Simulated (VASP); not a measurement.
# NaCl (P4/mmm) in VASP: a series of runs

NaCl is run at these levels: PBE; tasks: single point.

Program: VASP 6.6.1. These are calculated values, not measurements. Logs are shortened: lines on timing, memory, paths and dates and some standing lists are left out, and cuts for length are marked.

### 1 The cell of the first run

It takes space group P4/mmm (No. 123, tetragonal). The conventional cell has a = 3.590 Å, b = 3.590 Å, c = 3.327 Å, α = 90.00°, β = 90.00°, γ = 90.00°. Within 4.0 Å of Na (site symmetry 4/mmm) lie 8 Cl at 3.03 Å and 6 Na at 3.33 to 3.59 Å. Cl (site symmetry 4/mmm) has 8 Na at 3.03 Å and 6 Cl at 3.33 to 3.59 Å within 4.0 Å.

### 2 Single point, PBE (strain +0.025 along x and y, -0.050 along z)

The input, INCAR:

```
SYSTEM = NaCl
  PREC = Accurate
  ENCUT = 520
  EDIFF = 1E-6
  ISMEAR = 0
  SIGMA = 0.05
  LREAL = .FALSE.
  LASPH = .TRUE.
  NELM = 60
  ALGO = Normal
  ISIF = 2
  LWAVE = .FALSE.
  LCHARG = .FALSE.
  GGA = PE
  NBANDS = 14
```

The input, KPOINTS:

```
Automatic mesh
0
G
  6 6 6
  0 0 0
```

The input, POSCAR:

```
NaCl
1.0
    3.5897447500      0.0000000000      0.0000000000
    0.0000000000      3.5897447500      0.0000000000
    0.0000000000      0.0000000000      3.3270805000
Na Cl
1 1
Direct
    0.0000000000      0.0000000000      0.0000000000
    0.5000000000      0.5000000000      0.5000000000
```

Potentials or basis: VASP PAW PBE potentials, release 64 (Na_pv, Cl).

Run with:

```
$ cat potpaw_PBE.64/Na_pv/POTCAR potpaw_PBE.64/Cl/POTCAR > POTCAR
$ mpirun -np 1 vasp_std > vasp.out
```

OUTCAR:

```text
SYSTEM = NaCl
   PREC = Accurate
   ENCUT = 520
   EDIFF = 1E-6
   ISMEAR = 0
   LREAL = .FALSE.
   LASPH = .TRUE.
   NELM = 60
   ISIF = 2
   GGA = PE

 ion  position               nearest neighbor table
   1  0.000  0.000  0.000-
   2  0.500  0.500  0.500-

  LATTYP: Found a simple tetragonal cell.
 ALAT       =     3.5897447500
 C/A-ratio  =     0.9268292683

  Lattice vectors:

 A1 = (   3.5897447500,   0.0000000000,   0.0000000000)
 A2 = (   0.0000000000,   3.5897447500,   0.0000000000)
 A3 = (   0.0000000000,   0.0000000000,   3.3270805000)

Analysis of symmetry for initial positions (statically):
=====================================================================
 Subroutine PRICEL returns:
 Original cell was already a primitive cell.

 Routine SETGRP: Setting up the symmetry group for a
 simple tetragonal supercell.

 Subroutine GETGRP returns: Found 16 space group operations
 (whereof 16 operations were pure point group operations)
 out of a pool of 16 trial point group operations.

The static configuration has the point symmetry D_4h.

Analysis of symmetry for dynamics (positions and initial velocities):
=====================================================================
 Subroutine PRICEL returns:
 Original cell was already a primitive cell.

 Routine SETGRP: Setting up the symmetry group for a
 simple tetragonal supercell.

 Subroutine GETGRP returns: Found 16 space group operations
 (whereof 16 operations were pure point group operations)
 out of a pool of 16 trial point group operations.

The dynamic configuration has the point symmetry D_4h.

 Subroutine INISYM returns: Found 16 space group operations
 (whereof 16 operations are pure point group operations),
 and found     1 'primitive' translations

----------------------------------------------------------------------------------------

                                     Primitive cell

  volume of cell :      42.8736

  direct lattice vectors                    reciprocal lattice vectors
     3.589744750  0.000000000  0.000000000     0.278571339  0.000000000  0.000000000
     0.000000000  3.589744750  0.000000000     0.000000000  0.278571339  0.000000000
     0.000000000  0.000000000  3.327080500     0.000000000  0.000000000  0.300563813

  length of vectors
     3.589744750  3.589744750  3.327080500     0.278571339  0.278571339  0.300563813

  position of ions in fractional coordinates (direct lattice)
     0.000000000  0.000000000  0.000000000
     0.500000000  0.500000000  0.500000000

  ion indices of the primitive-cell ions
   primitive index   ion index
                 1           1
                 2           2

----------------------------------------------------------------------------------------

 KPOINTS: Automatic mesh

Automatic generation of k-mesh.
 Grid dimensions read from file:
 generate k-points for:    6    6    6

 Generating k-lattice:

  Cartesian coordinates                     Fractional coordinates (reciprocal lattice)
     0.046428556  0.000000000  0.000000000     0.166666667  0.000000000  0.000000000
     0.000000000  0.046428556  0.000000000     0.000000000  0.166666667  0.000000000
     0.000000000  0.000000000  0.050093969     0.000000000  0.000000000  0.166666667

  Length of vectors
     0.046428556  0.046428556  0.050093969

  Shift w.r.t. Gamma in fractional coordinates (k-lattice)
     0.000000000  0.000000000  0.000000000

 Subroutine IBZKPT returns following result:
 ===========================================

 Found     40 irreducible k-points:

 Following reciprocal coordinates:
            Coordinates               Weight
  0.000000  0.000000  0.000000      1.000000
  0.166667  0.000000  0.000000      4.000000
  0.333333  0.000000  0.000000      4.000000
  0.500000  0.000000  0.000000      2.000000
  0.166667  0.166667  0.000000      4.000000
  0.333333  0.166667  0.000000      8.000000
[... 16 lines left out ...]
  0.333333  0.000000  0.333333      8.000000
  0.500000  0.000000  0.333333      4.000000
 [... further k-points ...]
   k-points           NKPTS =     40   k-points in BZ     NKDIM =     40   number of bands    NBANDS=     14
   number of dos      NEDOS =    301   number of ions     NIONS =      2
   total plane-waves  NPLWV =  21952
   dimension x,y,z NGX =    28 NGY =   28 NGZ =   28
   dimension x,y,z NGXF=    56 NGYF=   56 NGZF=   56
   ions per type =               1   1
   NGX,Y,Z   is equivalent  to a cutoff of  12.97, 12.97, 13.99 a.u.
   NGXF,Y,Z  is equivalent  to a cutoff of  25.93, 25.93, 27.98 a.u.
 SYSTEM =  NaCl
   PREC   = accura    normal or accurate (medium, high low for compatibility)
   ISTART =      0    job   : 0-new  1-cont  2-samecut
   ICHARG =      2    charge: 1-file 2-atom 10-const
   ISPIN  =      1    spin polarized calculation?
   LNONCOLLINEAR =      F non collinear calculations
   LSORBIT =      F    spin-orbit coupling
   LASPH  =      T    aspherical Exc in radial PAW
   ENCUT  =  520.0 eV  38.22 Ry    6.18 a.u.   6.67  6.67  6.19*2*pi/ulx,y,z
   NELM   =     60;   NELMIN=  2; NELMDL= -5     # of ELM steps
   EDIFF  = 0.1E-05   stopping-criterion for ELM
   LREAL  =      F    real-space projection
   EDIFFG = 0.1E-04   stopping-criterion for IOM
   NSW    =      0    number of steps for IOM
   IBRION =     -1    ionic relax: 0-MD 1-quasi-New 2-CG
   NFREE  =      0    steps in history (QN), initial steepest desc. (CG)
   ISIF   =      2    stress and relaxation
   ISYM   =      2    0-nonsym 1-usesym 2-fastsym
   POTIM  = 0.5000    time-step for ionic-motion
   TEBEG  =    0.0;   TEEND  =   0.0 temperature during run
   PSTRESS=    0.0 pullay stress
   NELECT =      14.0000    total number of electrons
   NUPDOWN=      -1.0000    fix difference up-down
   EMIN   =  10.00;   EMAX   =-10.00  energy-range for DOS
   EFERMI =   0.00;   METHOD = LEGACY
   ISMEAR =     0;   SIGMA  =   0.05  broadening in eV -4-tet -1-fermi 0-gaus
   EFERMI_NEDOS =   21; number of points for ismear=-14 and -15
   IALGO  =     38    algorithm
   IMIX   =      4    mixing-type and parameters
     AMIX     =   0.40;   BMIX     =  1.00
     AMIX_MAG =   1.60;   BMIX_MAG =  1.00
  volume/ion in A,a.u.               =      21.44       144.66
  Fermi-wavevector in a.u.,A,eV,Ry     =   1.127338  2.130359 17.291512  1.270890
  Thomas-Fermi vector in A             =   2.264023
   LORBIT       =      0    0 simple, 1 ext, 2 COOP (PROOUT), +10 PAW based schemes
   GGA     = PE    functional components
   LHFCALC =     F    Hartree Fock is set to
   AEXX    =    0.0000 exact exchange contribution
   IVDW    =     0    specifies the selected vdW correction
   LEPSILON=     F    determine dielectric tensor
   LRPA    =     F    only Hartree local field effects (RPA)
 non-spin polarized calculation
 Gauss-broadening in eV      SIGMA  =   0.05
  energy-cutoff  :      520.00
  volume of cell :       42.87
 maximum number of plane-waves:      1180
 NGX is ok and might be reduce to    28
   NGX = 13   NGY = 13   NGZ = 13

 number of electron      14.0000009 magnetization

 Free energy of the ion-electron system (eV)
  ---------------------------------------------------
  ext. energy  EPLUGINS =         0.00000000
  ---------------------------------------------------
  free energy    TOTEN  =        -6.42812924 eV

  energy without entropy =       -6.42812924  energy(sigma->0) =       -6.42812924

 E-fermi :   1.1085     XC(G=0):  -8.4400

 val. band max:        0.7951088606   @ k =   0.5000   0.5000   0.0000
 cond. band min:       4.3621488924   @ k =   0.0000   0.0000   0.0000
 fundamental gap:      3.5670400318
 Fermi energy:         1.1084719148

 k-point     1 :       0.0000    0.0000    0.0000
  band No.  band energies     occupation
      1     -21.6691      2.00000
      2     -21.6563      2.00000
      3     -21.6563      2.00000
      4     -12.9342      2.00000
      5      -0.2445      2.00000
      6      -0.2445      2.00000
      7       0.4208      2.00000
      8       4.3621      0.00000
      9       8.6807      0.00000
     10       9.4727      0.00000
     11      15.6240      0.00000
     12      15.6899      0.00000
     13      15.6899      0.00000
     14      16.8171      0.00000

 k-point     2 :       0.1667    0.0000    0.0000
  band No.  band energies     occupation
      1     -21.6685      2.00000
      2     -21.6646      2.00000
      3     -21.6555      2.00000
      4     -12.8609      2.00000
      5      -0.9717      2.00000
      6      -0.1949      2.00000
      7       0.4637      2.00000
      8       5.1075      0.00000
      9       9.1464      0.00000
     10       9.7376      0.00000
     11      13.6781      0.00000
     12      15.0983      0.00000
     13      15.1219      0.00000
     14      17.0015      0.00000

 k-point     3 :       0.3333    0.0000    0.0000
  band No.  band energies     occupation
      1     -21.6811      2.00000
      2     -21.6672      2.00000
      3     -21.6540      2.00000
      4     -12.7069      2.00000
      5      -2.0543      2.00000
      6      -0.0917      2.00000
      7       0.5522      2.00000
      8       6.4288      0.00000
      9       9.4482      0.00000
     10      10.3923      0.00000
     11      12.2448      0.00000
     12      13.7648      0.00000
     13      14.6568      0.00000
     14      16.0441      0.00000

 k-point     4 :       0.5000    0.0000    0.0000
  band No.  band energies     occupation
      1     -21.6894      2.00000
      2     -21.6666      2.00000
      3     -21.6532      2.00000
      4     -12.6258      2.00000
      5      -2.5024      2.00000
      6      -0.0380      2.00000
      7       0.5979      2.00000
      8       7.3856      0.00000
      9       8.7958      0.00000
     10      11.0941      0.00000
     11      11.7266      0.00000
     12      13.2704      0.00000
     13      13.5338      0.00000
     14      17.7136      0.00000

 k-point     5 :       0.1667    0.1667    0.0000
  band No.  band energies     occupation
      1     -21.6679      2.00000
      2     -21.6645      2.00000
      3     -21.6626      2.00000
      4     -12.7923      2.00000
      5      -1.0130      2.00000
      6      -0.7402      2.00000
      7       0.5078      2.00000
      8       5.7816      0.00000
      9       9.6111      0.00000
     10       9.8190      0.00000
     11      12.2877      0.00000
[... 276 lines left out ...]
 k-point    22 :       0.1667    0.0000    0.3333
  band No.  band energies     occupation
      1     -21.7141      2.00000
      2     -21.6589      2.00000
      3     -21.6510      2.00000
      4     -12.5219      2.00000
      5      -1.8162      2.00000
      6      -0.5551      2.00000
      7       0.0646      2.00000
      8       6.8074      0.00000
      9       9.3661      0.00000
     10      10.5514      0.00000
     11      12.4036      0.00000
     12      12.7213      0.00000
     13      14.6474      0.00000
     14      15.9754      0.00000

 k-point    23 :       0.3333    0.0000    0.3333
  band No.  band energies     occupation
      1     -21.7111      2.00000
      2     -21.6733      2.00000
      3     -21.6497      2.00000
      4     -12.4010      2.00000
      5      -1.6315      2.00000
      6      -1.4094      2.00000
      7       0.1757      2.00000
      8       7.1664      0.00000
      9       8.7567      0.00000
     10      11.1596      0.00000
     11      12.6154      0.00000
     12      12.8265      0.00000
     13      13.2895      0.00000
     14      16.0674      0.00000

 k-point    24 :       0.5000    0.0000    0.3333
  band No.  band energies     occupation
      1     -21.7095      2.00000
      2     -21.6805      2.00000
      3     -21.6490      2.00000
      4     -12.3378      2.00000
      5      -1.8967      2.00000
      6      -1.4011      2.00000
      7       0.2335      2.00000
      8       6.8593      0.00000
      9       9.1937      0.00000
     10      10.9650      0.00000
     11      12.4103      0.00000
     12      12.5388      0.00000
     13      13.3456      0.00000
     14      18.0383      0.00000

 [... further k-points ...]

------------------------ aborting loop because EDIFF is reached ----------------------------------------

  FORCE on cell =-STRESS in cart. coord.  units (eV):
  Direction    XX          YY          ZZ          XY          YZ          ZX
  --------------------------------------------------------------------------------------
  -------------------------------------------------------------------------------------
  Total       -0.4714847     -0.4714847      1.1423869      0.0000000      0.0000000      0.0000000
  in kB      -17.6192622    -17.6192622     42.6907054      0.0000000      0.0000000      0.0000000
  external PRESSURE =       2.4840604 kB  Pullay stress =       0.0000000 kB

 VOLUME and BASIS-vectors are now :
 -----------------------------------------------------------------------------
  energy-cutoff  :      520.00
  volume of cell :       42.87
      direct lattice vectors                 reciprocal lattice vectors
     3.589744750  0.000000000  0.000000000     0.278571339  0.000000000  0.000000000
     0.000000000  3.589744750  0.000000000     0.000000000  0.278571339  0.000000000
     0.000000000  0.000000000  3.327080500     0.000000000  0.000000000  0.300563813

 POSITION                                       TOTAL-FORCE (eV/Angst)
 -----------------------------------------------------------------------------------
      0.00000      0.00000      0.00000         0.000000      0.000000      0.000000
      1.79487      1.79487      1.66354         0.000000      0.000000      0.000000
 -----------------------------------------------------------------------------------
    total drift:                               -0.000000      0.000000      0.000000

  FREE ENERGIE OF THE ION-ELECTRON SYSTEM (eV)
  ---------------------------------------------------
  free  energy   TOTEN  =        -6.4281292397 eV

  energy  without entropy=       -6.4281292397  energy(sigma->0) =       -6.42812924
```

Run time: 9.6 s. Hardware: 1 thread of Intel Xeon 6975P-C (Granite Rapids), shared host; peak memory 0.16 GiB.

What came out:

* Free energy: -6.4281 eV
* Pressure: 0.2 GPa
* Band gap on the k mesh: 3.57 eV, indirect (least direct gap 3.94 eV)

Caveat: the cell differs from its parent crystal (strain +0.025 along x and y, -0.050 along z). A k mesh can miss the band edges.

(Continued in part 2 of 2.)
